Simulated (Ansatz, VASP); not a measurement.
## KC in VASP and in Ansatz

```
K C
1.0
     4.03746    0.00000    0.00000
     0.00000    4.03746    0.00000
     0.00000    0.00000    6.18513
K C
2 2
Direct
  0.50000 0.50000 0.50000
  0.50000 0.50000 0.00000
  0.00000 0.00000 0.60248
  0.00000 0.00000 0.39752
```

Change from the starting cell: species swapped into the VIr type (Cmmm, No. 65).

Alike in both runs: functional PBE; k mesh 8 × 8 × 6; occupations gaussian, width 0.02 eV; no spin polarisation.

Ansatz relaxed the structure, and its values are those at the end. VASP's run is a single point on that final structure, the one shown.

```csv
,VASP,Ansatz
version,VASP 6.6.1,Ansatz 0.2.0
potentials or method,"VASP PAW PBE potentials, release 64 (K_sv, C_h), cutoff 1300 eV","scalar-relativistic, plane waves, PAW"
valence electrons in the cell,26,26
```

|  | VASP | Ansatz | Ansatz less VASP |
| --- | --- | --- | --- |
| gap on the k mesh at the Fermi level (eV) | 2.49 | 2.49 | +0.002 |
| least direct gap on the mesh (eV) | 2.82 | 2.83 | +0.001 |
| pressure (GPa) | 0.1 | 0.0 | -0.05 |
| rms of the force components (eV/Å) | 0.005 | 0.000 | -0.0044 |

The functional is the same, so the differences come from potentials, cutoffs and numerics.
